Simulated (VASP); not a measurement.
Write the native input for VASP 6.6.1 that does the following.

```yaml
Task: single point
Functional: r2SCAN
Potentials_or_basis: VASP PAW PBE potentials, release 64 (Ta_pv)
Cutoff: 520 eV
k_mesh: 13 × 13 × 7
Occupations: methfessel-paxton, width 0.1 eV
Spin: no spin polarisation
Dipole_correction: no
Further_INCAR_settings: ALGO = Normal; EDIFF = 1e-07; NBANDS = 18
```

The system is Ta.

```
Ta
1.0
     2.90037    0.00000    0.00000
    -1.45019    2.51180    0.00000
     0.00000    0.00000    5.16627
Ta
2
Direct
  0.66667 0.33333 0.75000
  0.33333 0.66667 0.25000
```

These files were run (other wordings do the same):

POSCAR

```
Ta
1.0
    2.9003720000      0.0000000000      0.0000000000
   -1.4501860000      2.5117960000      0.0000000000
    0.0000000000      0.0000000000      5.1662740000
Ta
2
Direct
    0.6666666667      0.3333333333      0.7500000000
    0.3333333333      0.6666666667      0.2500000000
```

INCAR.step1

```
PREC = Accurate
ENCUT = 520
ISMEAR = 1
SIGMA = 0.1
LREAL = False
LASPH = True
NELM = 100
NBANDS = 18
GGA = PE
ALGO = Normal
EDIFF = 1E-4
LWAVE = True
LCHARG = False
```

INCAR.step2

```
PREC = Accurate
ENCUT = 520
EDIFF = 1E-7
ISMEAR = 1
SIGMA = 0.1
LREAL = False
LASPH = True
NELM = 100
ALGO = Normal
ISIF = 2
LWAVE = False
LCHARG = False
METAGGA = R2SCAN
LMIXTAU = True
NBANDS = 18
ISTART = 1
```

KPOINTS

```
regular mesh
0
Gamma
  13 13 7
```

Potentials or basis: VASP PAW PBE potentials, release 64 (Ta_pv).

The run is started by

```console
$ cat potpaw_PBE.64/Ta_pv/POTCAR > POTCAR
$ cp INCAR.step1 INCAR
$ mpirun -np 1 vasp_std > vasp.out
$ cp INCAR.step2 INCAR
$ mpirun -np 1 vasp_std > vasp.out
```

It gave:

```
Pressure               : -2.7 GPa
Band gap on the k mesh : zero (band 11 reaches 6.44 eV, above the bottom of band 12 at 4.77 eV)
```

Caveat: the PAW data sets were made with another functional, which shifts forces and pressure a little; spin-orbit coupling is left out, which moves the levels of the heavy elements.

Wall time 2.7 min on 1 thread of Intel Xeon 6975P-C (shared host), peak memory 0.2 GiB.
